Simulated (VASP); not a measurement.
# Al12C in VASP: relaxation of the atoms with LDA

Aim: the relaxation of the atoms of Al12C with LDA.

All numbers are computed with VASP 6.6.1; they aren't measurements. Logs are shortened: lines on timing, memory, paths and dates and some standing lists are left out, and cuts for length are marked.

## Step 1: The cell of the first run

The cell holds a slab with vacuum, 13 atoms: a = 5.634 Å, b = 5.634 Å, c = 19.604 Å, α = 90.00°, β = 90.00°, γ = 90.00°.

## Step 2: Relaxation of the atoms, LDA

INCAR

```
PREC = Accurate ; ENCUT = 520
EDIFF = 1E-6 ; ISMEAR = 0
SIGMA = 0.1 ; LREAL = False
LASPH = True ; NELM = 100
ALGO = Normal ; ISIF = 2
LWAVE = False ; LCHARG = False
LDIPOL = True ; IDIPOL = 3
DIPOL = 0.5 0.5 0.325 ; IBRION = 2
NSW = 36 ; EDIFFG = -0.025
```

KPOINTS

```
regular mesh
0
Gamma
  5 5 1
```

POSCAR

```
Al12C
1.0
    5.6336864727      0.0000000000      0.0000000000
    0.0000000000      5.6336864727      0.0000000000
    0.0000000000      0.0000000000     19.6042970528
Al C
12 1
Selective dynamics
Direct
    0.2500000000      0.2500000000      0.2040369001  F F F
    0.2500000000      0.7500000000      0.2040369001  F F F
    0.7500000000      0.2500000000      0.2040369001  F F F
    0.7500000000      0.7500000000      0.2040369001  F F F
    0.0000000000      0.0000000000      0.3086956402  F F F
    0.0000000000      0.5000000000      0.3086956402  F F F
    0.5000000000      0.0000000000      0.3086956402  F F F
    0.5000000000      0.5000000000      0.3086956402  F F F
    0.2500000000      0.2500000000      0.4133939121  F F F
    0.2500000000      0.7500000000      0.4133939121  F F F
    0.7500000000      0.2500000000      0.4133939121  F F F
    0.7500000000      0.7500000000      0.4133939121  F F F
    0.2500000000      0.2500000000      0.5143921777  F F T
```

Potentials or basis: VASP PAW LDA potentials, release 64 (Al, C).

Run with:

```bash
cat potpaw_LDA.64/Al/POTCAR potpaw_LDA.64/C/POTCAR > POTCAR
mpirun -np 1 vasp_std > vasp.out
```

OUTCAR:

```text
PREC = Accurate
   ENCUT = 520
   EDIFF = 1E-6
   ISMEAR = 0
   LREAL = False
   LASPH = True
   NELM = 100
   ISIF = 2
   IBRION = 2
   NSW = 36
   EDIFFG = -0.025

 ion  position               nearest neighbor table
   1  0.250  0.250  0.204-   2 2.82   3 2.82   2 2.82   3 2.82   7 2.86   8 2.86   5 2.86   6 2.86

   2  0.250  0.750  0.204-   1 2.82   4 2.82   1 2.82   4 2.82   7 2.86   8 2.86   5 2.86   6 2.86

   3  0.750  0.250  0.204-   1 2.82   4 2.82   4 2.82   1 2.82   7 2.86   8 2.86   5 2.86   6 2.86

   4  0.750  0.750  0.204-   2 2.82   3 2.82   3 2.82   2 2.82   7 2.86   8 2.86   5 2.86   6 2.86

   5  0.000  0.000  0.309-   6 2.82   7 2.82   6 2.82   7 2.82   1 2.86   2 2.86   3 2.86   4 2.86
                            11 2.86  12 2.86   9 2.86  10 2.86
   6  0.000  0.500  0.309-   5 2.82   8 2.82   5 2.82   8 2.82   1 2.86   2 2.86   3 2.86   4 2.86
                            11 2.86  12 2.86   9 2.86  10 2.86
   7  0.500  0.000  0.309-   5 2.82   8 2.82   8 2.82   5 2.82   1 2.86   2 2.86   3 2.86   4 2.86
                            11 2.86  12 2.86   9 2.86  10 2.86
   8  0.500  0.500  0.309-   6 2.82   7 2.82   7 2.82   6 2.82   1 2.86   2 2.86   3 2.86   4 2.86
                            11 2.86  12 2.86   9 2.86  10 2.86
   9  0.250  0.250  0.413-  13 1.98  11 2.82  10 2.82  10 2.82  11 2.82   6 2.86   7 2.86   8 2.86
                             5 2.86
  10  0.250  0.750  0.413-   9 2.82  12 2.82   9 2.82  12 2.82   5 2.86   6 2.86   7 2.86   8 2.86

  11  0.750  0.250  0.413-   9 2.82  12 2.82  12 2.82   9 2.82   5 2.86   6 2.86   7 2.86   8 2.86

  12  0.750  0.750  0.413-  10 2.82  11 2.82  11 2.82  10 2.82   5 2.86   6 2.86   7 2.86   8 2.86

  13  0.250  0.250  0.514-   9 1.98

  LATTYP: Found a simple tetragonal cell.
 ALAT       =     5.6336864727
 C/A-ratio  =     3.4798345893

  Lattice vectors:

 A1 = (   5.6336864727,   0.0000000000,   0.0000000000)
 A2 = (   0.0000000000,   5.6336864727,   0.0000000000)
 A3 = (   0.0000000000,   0.0000000000,  19.6042970528)

Analysis of symmetry for initial positions (statically):
=====================================================================
 Subroutine PRICEL returns:
 Original cell was already a primitive cell.

 Routine SETGRP: Setting up the symmetry group for a
 simple tetragonal supercell.

 Subroutine GETGRP returns: Found  8 space group operations
 (whereof  2 operations were pure point group operations)
 out of a pool of 16 trial point group operations.

The static configuration has the point symmetry C_1h.
 The point group associated with its full space group is C_4v.

Analysis of symmetry for dynamics (positions and initial velocities):
=====================================================================
 Subroutine PRICEL returns:
 Original cell was already a primitive cell.

 Routine SETGRP: Setting up the symmetry group for a
 simple tetragonal supercell.

 Subroutine GETGRP returns: Found  8 space group operations
 (whereof  2 operations were pure point group operations)
 out of a pool of 16 trial point group operations.

The dynamic configuration has the point symmetry C_1h.
 The point group associated with its full space group is C_4v.

Analysis of constrained symmetry for selective dynamics:
=====================================================================
 Subroutine PRICEL returns:
 Original cell was already a primitive cell.

 Routine SETGRP: Setting up the symmetry group for a
 simple tetragonal supercell.

 Subroutine GETGRP returns: Found  8 space group operations
 (whereof  2 operations were pure point group operations)
 out of a pool of 16 trial point group operations.

The constrained configuration has the point symmetry C_1h.
 The point group associated with its full space group is C_4v.

 Subroutine INISYM returns: Found  8 space group operations
 (whereof  2 operations are pure point group operations),
 and found     1 'primitive' translations

----------------------------------------------------------------------------------------

                                     Primitive cell

  volume of cell :     622.2095

  direct lattice vectors                    reciprocal lattice vectors
     5.633686473  0.000000000  0.000000000     0.177503666  0.000000000  0.000000000
     0.000000000  5.633686473  0.000000000     0.000000000  0.177503666  0.000000000
     0.000000000  0.000000000 19.604297053     0.000000000  0.000000000  0.051009225

  length of vectors
     5.633686473  5.633686473 19.604297053     0.177503666  0.177503666  0.051009225

  position of ions in fractional coordinates (direct lattice)
     0.250000000  0.250000000  0.204036900
     0.250000000  0.750000000  0.204036900
     0.750000000  0.250000000  0.204036900
     0.750000000  0.750000000  0.204036900
     0.000000000  0.000000000  0.308695640
     0.000000000  0.500000000  0.308695640
     0.500000000  0.000000000  0.308695640
     0.500000000  0.500000000  0.308695640
     0.250000000  0.250000000  0.413393912
     0.250000000  0.750000000  0.413393912
     0.750000000  0.250000000  0.413393912
     0.750000000  0.750000000  0.413393912
     0.250000000  0.250000000  0.514392178

  ion indices of the primitive-cell ions
   primitive index   ion index
                 1           1
                 2           2
                 3           3
                 4           4
                 5           5
                 6           6
                 7           7
                 8           8
                 9           9
                10          10
                11          11
                12          12
                13          13

----------------------------------------------------------------------------------------

 KPOINTS: regular mesh

Automatic generation of k-mesh.
 Grid dimensions read from file:
 generate k-points for:    5    5    1

 Generating k-lattice:

  Cartesian coordinates                     Fractional coordinates (reciprocal lattice)
     0.035500733  0.000000000  0.000000000     0.200000000  0.000000000  0.000000000
     0.000000000  0.035500733  0.000000000     0.000000000  0.200000000  0.000000000
     0.000000000  0.000000000  0.051009225     0.000000000  0.000000000  1.000000000

  Length of vectors
     0.035500733  0.035500733  0.051009225

  Shift w.r.t. Gamma in fractional coordinates (k-lattice)
     0.000000000  0.000000000  0.000000000

 Subroutine IBZKPT returns following result:
 ===========================================

 Found      6 irreducible k-points:

 Following reciprocal coordinates:
            Coordinates               Weight
  0.000000  0.000000  0.000000      1.000000
  0.200000  0.000000  0.000000      4.000000
  0.400000  0.000000  0.000000      4.000000
  0.200000  0.200000  0.000000      4.000000
  0.400000  0.200000  0.000000      8.000000
  0.400000  0.400000  0.000000      4.000000
   k-points           NKPTS =      6   k-points in BZ     NKDIM =      6   number of bands    NBANDS=     27
   number of dos      NEDOS =    301   number of ions     NIONS =     13
   total plane-waves  NPLWV = 264600
   dimension x,y,z NGX =    42 NGY =   42 NGZ =  150
   dimension x,y,z NGXF=    84 NGYF=   84 NGZF=  300
   ions per type =              12   1
   NGX,Y,Z   is equivalent  to a cutoff of  12.39, 12.39, 12.72 a.u.
   NGXF,Y,Z  is equivalent  to a cutoff of  24.79, 24.79, 25.44 a.u.
 SYSTEM =  unknown system
   PREC   = accura    normal or accurate (medium, high low for compatibility)
   ISTART =      0    job   : 0-new  1-cont  2-samecut
   ICHARG =      2    charge: 1-file 2-atom 10-const
   ISPIN  =      1    spin polarized calculation?
   LNONCOLLINEAR =      F non collinear calculations
   LSORBIT =      F    spin-orbit coupling
   LASPH  =      T    aspherical Exc in radial PAW
   ENCUT  =  520.0 eV  38.22 Ry    6.18 a.u.  10.47 10.47 36.45*2*pi/ulx,y,z
   NELM   =    100;   NELMIN=  2; NELMDL= -5     # of ELM steps
   EDIFF  = 0.1E-05   stopping-criterion for ELM
   LREAL  =      F    real-space projection
   EDIFFG = -.3E-01   stopping-criterion for IOM
   NSW    =     36    number of steps for IOM
   IBRION =      2    ionic relax: 0-MD 1-quasi-New 2-CG
   NFREE  =      1    steps in history (QN), initial steepest desc. (CG)
   ISIF   =      2    stress and relaxation
   ISYM   =      2    0-nonsym 1-usesym 2-fastsym
   POTIM  = 0.5000    time-step for ionic-motion
   TEBEG  =    0.0;   TEEND  =   0.0 temperature during run
   PSTRESS=    0.0 pullay stress
   NELECT =      40.0000    total number of electrons
   NUPDOWN=      -1.0000    fix difference up-down
   EMIN   =  10.00;   EMAX   =-10.00  energy-range for DOS
   EFERMI =   0.00;   METHOD = LEGACY
   ISMEAR =     0;   SIGMA  =   0.10  broadening in eV -4-tet -1-fermi 0-gaus
   EFERMI_NEDOS =   21; number of points for ismear=-14 and -15
   IALGO  =     38    algorithm
   IMIX   =      4    mixing-type and parameters
     AMIX     =   0.40;   BMIX     =  1.00
     AMIX_MAG =   1.60;   BMIX_MAG =  1.00
  volume/ion in A,a.u.               =      47.86       322.99
  Fermi-wavevector in a.u.,A,eV,Ry     =   0.655817  1.239314  5.851809  0.430096
  Thomas-Fermi vector in A             =   1.726813
   LORBIT       =      0    0 simple, 1 ext, 2 COOP (PROOUT), +10 PAW based schemes
   GGA     = CA    functional components
   LHFCALC =     F    Hartree Fock is set to
   AEXX    =    0.0000 exact exchange contribution
   IVDW    =     0    specifies the selected vdW correction
   LEPSILON=     F    determine dielectric tensor
   LRPA    =     F    only Hartree local field effects (RPA)
 conjugate gradient relaxation of ions
 non-spin polarized calculation
 Gauss-broadening in eV      SIGMA  =   0.10
  energy-cutoff  :      520.00
  volume of cell :      622.21
 maximum number of plane-waves:     16799
 NGX is ok and might be reduce to    42
   NGX = 21   NGY = 21   NGZ = 73

--------------------------------------- Ionic step        1  -------------------------------------------

 number of electron      40.0000000 magnetization

 Free energy of the ion-electron system (eV)
  ---------------------------------------------------
  ext. energy  EPLUGINS =         0.00000000
  ---------------------------------------------------
  free energy    TOTEN  =       -50.40366921 eV

  energy without entropy =      -50.38266506  energy(sigma->0) =      -50.39316714

------------------------ aborting loop because EDIFF is reached ----------------------------------------

  FORCE on cell =-STRESS in cart. coord.  units (eV):
  Direction    XX          YY          ZZ          XY          YZ          ZX
  --------------------------------------------------------------------------------------
  -------------------------------------------------------------------------------------
  Total       -9.2582453     -9.2582453     -2.4304985      0.0000000      0.0000000      0.0000000
  in kB      -23.8398021    -23.8398021     -6.2584864      0.0000000      0.0000000      0.0000000
  external PRESSURE =     -17.9793635 kB  Pullay stress =       0.0000000 kB
[... 79 lines left out ...]
  energy  without entropy=      -50.4413063498  energy(sigma->0) =      -50.45174044

--------------------------------------- Ionic step        3  -------------------------------------------

 number of electron      40.0000000 magnetization

 dipolmoment           0.000000      0.000000      0.297984 electrons x Angstroem

 Free energy of the ion-electron system (eV)
  ---------------------------------------------------
  ext. energy  EPLUGINS =         0.00000000
  ---------------------------------------------------
  free energy    TOTEN  =       -50.47059771 eV

  energy without entropy =      -50.44978730  energy(sigma->0) =      -50.46019250

 E-fermi :  -1.0703     XC(G=0):  -4.5162

 val. band max:       -1.1373402928   @ k =   0.4000   0.4000   0.0000
 cond. band min:      -1.0105013276   @ k =   0.0000   0.0000   0.0000
 fundamental gap:      0.1268389652
 Fermi energy:        -1.0703197587

 k-point     1 :       0.0000    0.0000    0.0000
  band No.  band energies     occupation
      1     -11.4388      2.00000
      2     -10.1445      2.00000
      3      -8.7854      2.00000
      4      -6.8840      2.00000
      5      -6.8238      2.00000
      6      -6.7608      2.00000
[... 169 lines left out ...]
     26       0.6777      0.00000
     27       0.8684      0.00000

------------------------ aborting loop because EDIFF is reached ----------------------------------------

 vacuum level on the upper side and lower side of the slab       (xc-potential included)         0.688        -0.953

  FORCE on cell =-STRESS in cart. coord.  units (eV):
  Direction    XX          YY          ZZ          XY          YZ          ZX
  --------------------------------------------------------------------------------------
  -------------------------------------------------------------------------------------
  Total       -9.4137020     -9.4137020      0.3253184     -0.0000000      0.0000000      0.0000000
  in kB      -24.2401000    -24.2401000      0.8376887     -0.0000000      0.0000000      0.0000000
  external PRESSURE =     -15.8808371 kB  Pullay stress =       0.0000000 kB

 VOLUME and BASIS-vectors are now :
 -----------------------------------------------------------------------------
  energy-cutoff  :      520.00
  volume of cell :      622.21
      direct lattice vectors                 reciprocal lattice vectors
     5.633686473  0.000000000  0.000000000     0.177503666  0.000000000  0.000000000
     0.000000000  5.633686473  0.000000000     0.000000000  0.177503666  0.000000000
     0.000000000  0.000000000 19.604297053     0.000000000  0.000000000  0.051009225
[... 19 lines left out ...]
  FREE ENERGIE OF THE ION-ELECTRON SYSTEM (eV)
  ---------------------------------------------------
  free  energy   TOTEN  =       -50.4705977082 eV

  energy  without entropy=      -50.4497872991  energy(sigma->0) =      -50.46019250

 reached required accuracy - stopping structural energy minimisation

 vacuum level on the upper side and lower side of the slab         5.138         3.450
```

Wall time 2.5 min (1 thread of AMD EPYC 9R45 (Zen 5), shared host); peak memory 0.45 GiB.

Results:

| Property | Result |
| --- | --- |
| Free energy | -50.4706 eV |
| Energy gained by relaxing | 5.1 meV/atom |
| Ionic steps | 3 |
| Band gap on the k mesh | zero (bands 20 and 21 overlap by 0.78 eV) |

The path:
```
step  energy change (eV)  largest force on free atoms (eV/Å)  pressure (GPa)
   1              0.0000                              1.3076           -1.80
   2             -0.0585                              0.5090           -1.67
   3             -0.0669                              0.0107           -1.59
```

Final structure:
```
Al C
1.0
     5.63369    0.00000    0.00000
     0.00000    5.63369    0.00000
     0.00000    0.00000   19.60430
Al C
12 1
Direct
  0.25000 0.25000 0.20404
  0.25000 0.75000 0.20404
  0.75000 0.25000 0.20404
  0.75000 0.75000 0.20404
  0.00000 0.00000 0.30870
  0.00000 0.50000 0.30870
  0.50000 0.00000 0.30870
  0.50000 0.50000 0.30870
  0.25000 0.25000 0.41339
  0.25000 0.75000 0.41339
  0.75000 0.25000 0.41339
  0.75000 0.75000 0.41339
  0.25000 0.25000 0.50949
```
